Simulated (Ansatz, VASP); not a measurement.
**One calculation of Ir, two programs**

```
CELL_PARAMETERS angstrom
0.00000 1.91970 1.91970
1.91970 0.00000 1.91970
1.91970 1.91970 0.00000
ATOMIC_POSITIONS crystal
Ir 0.00000 0.00000 0.00000
```

Alike in both runs: task relaxation of cell and atoms; functional PBE; k mesh 17 × 17 × 17; occupations fermi-dirac, width 0.05 eV; no spin polarisation.

|  | VASP | Ansatz |
| --- | --- | --- |
| version | VASP 6.6.1 | Ansatz 0.2.0 |
| potentials or method | VASP PAW PBE potentials, release 64 (Ir), cutoff 600 eV | plane-wave PAW DFT |
| valence electrons in the cell | 9 | 17 |

Ansatz gave:

```
relaxed volume (Å³/atom)                                     : 14.49
relaxed cell length with the largest relative difference (Å) : 2.737
```

**Question.** Estimate VASP's values.

**Answer.** Relaxed volume (Å³/atom): 14.52; relaxed cell length with the largest relative difference (Å): 2.738.

VASP's potentials hold 9 valence electrons a cell and Ansatz's 17, so a difference there can come from the potentials and not from the codes.

Neither program's run includes spin-orbit coupling.
